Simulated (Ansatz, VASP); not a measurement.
# Two plane-wave programs on Ge2Sb3Se

INCAR

```
SYSTEM = Ge2Sb3Se
PREC = Accurate ; ENCUT = 600
EDIFF = 1E-7 ; ISMEAR = 0
SIGMA = 0.1 ; LREAL = .FALSE.
LASPH = .TRUE. ; NELM = 80
ALGO = Normal ; ISIF = 3
LWAVE = .FALSE. ; LCHARG = .FALSE.
GGA = PE ; IBRION = 2
NSW = 90 ; EDIFFG = -0.04
```

File KPOINTS:

```
regular mesh
0
G
  4 4 4
  0 0 0
```

Contents of POSCAR:

```
Ge2Sb3Se
1.0
   -3.2606396300      3.2606396300      4.1527493400
    3.2606396300     -3.2606396300      4.1527493400
    3.2606396300      3.2606396300     -4.1527493400
Ge Sb Se
2 3 1
Direct
    0.7572490800      0.7572490800      0.0000000000
    0.2427509200      0.2427509200      0.0000000000
    0.7500000000      0.2500000000      0.5000000000
    0.2500000000      0.7500000000      0.5000000000
    0.0000000000      0.0000000000      0.0000000000
    0.5000000000      0.5000000000      0.0000000000
```

Input for Ansatz:

```yaml
crystal:
  lattice:
    - [-3.26063963, 3.26063963, 4.15274934]
    - [3.26063963, -3.26063963, 4.15274934]
    - [3.26063963, 3.26063963, -4.15274934]
  atoms:
    - { symbol: Ge, position: [0.75724908, 0.75724908, 0.0] }
    - { symbol: Ge, position: [0.24275092, 0.24275092, 0.0] }
    - { symbol: Sb, position: [0.75, 0.25, 0.5] }
    - { symbol: Sb, position: [0.25, 0.75, 0.5] }
    - { symbol: Sb, position: [0.0, 0.0, 0.0] }
    - { symbol: Se, position: [0.5, 0.5, 0.0] }
basis:
  ecutwfc: 420
kpoints:
  mp_grid: { grid: [4, 4, 4] }
hamiltonian:
  xc: pbe
scf:
  occupations: { method: gaussian, width: 0.1 }
  lower_state_search: "off"
output:
  forces: true
  stress: true
  eigenvalues: true
relax:
  adjacent_minimum: "off"
  f_tol: 0.04
  max_steps: 70
  cell: { stress_tol: 0.4 }
```

Alike in both runs: task relaxation of cell and atoms; functional PBE; k mesh 4 × 4 × 4; occupations gaussian, width 0.1 eV; no spin polarisation.

|  | VASP | Ansatz |
| --- | --- | --- |
| version | VASP 6.6.1 | Ansatz 0.2.0 |
| potentials or method | VASP PAW PBE potentials, release 64 (Ge_d, Sb, Se), cutoff 600 eV | scalar-relativistic, plane waves, PAW |
| valence electrons in the cell | 49 | 89 |

```csv
,VASP,Ansatz,Ansatz less VASP
"gap on the k mesh at the Fermi level, each at its own relaxed structure (eV)",none,none,-
relaxed volume (Å³/atom),28.72,28.72,+0.006
relaxed length of the cell vector where the two differ most in proportion (Å),6.671,6.671,-0.0002
```

A gap of «none» marks a metal or a gap that the smearing closes. VASP's potentials hold 49 valence electrons a cell and Ansatz's 89, so a difference there can come from the potentials and not from the codes.

Neither program's run includes spin-orbit coupling.
